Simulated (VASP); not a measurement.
Set up this calculation in VASP 6.6.1, as the native input.

```
Task                   : single point
Functional             : LDA
Potentials or basis    : VASP PAW LDA potentials, release 64 (S)
Cutoff                 : 520 eV
k mesh                 : 16 × 16 × 16
Occupations            : fermi-dirac, width 0.08 eV
Spin                   : no spin polarisation
Dipole correction      : no
Further INCAR settings : ALGO = Normal; EDIFF = 1e-06; NBANDS = 9
```

The structure of S lies in POSCAR:

```
S
1.0
   -1.1354076769      1.1354076769      1.1354076769
    1.1354076769     -1.1354076769      1.1354076769
    1.1354076769      1.1354076769     -1.1354076769
S
1
Direct
    0.0000000000      0.0000000000      0.0000000000
```

This cell differs from its parent crystal: volume scaled by 0.4.

One way to write it, as run:

INCAR

```
ALGO = Normal ; EDIFF = 1E-6
ENCUT = 520 ; GGA = CA
ISIF = 2 ; ISMEAR = -1
LASPH = T ; LCHARG = F
LREAL = F ; LWAVE = F
NBANDS = 9 ; NELM = 80
PREC = Accurate ; SIGMA = 0.08
```

KPOINTS

```
k-points
0
Gamma
  16 16 16
```

Potentials or basis: VASP PAW LDA potentials, release 64 (S).

Command:

```sh
$ cat potpaw_LDA.64/S/POTCAR > POTCAR
$ mpirun -np 1 vasp_std > vasp.out
```

Results of the run:

```
Pressure               : 506.6 GPa
Band gap on the k mesh : zero (band 3 reaches 42.36 eV, above the bottom of band 4 at 18.55 eV)
```

It took 3.2 s on 1 thread of Intel(R) Xeon(R) Platinum 8488C (Sapphire Rapids) (shared host), peak memory 0.11 GiB.
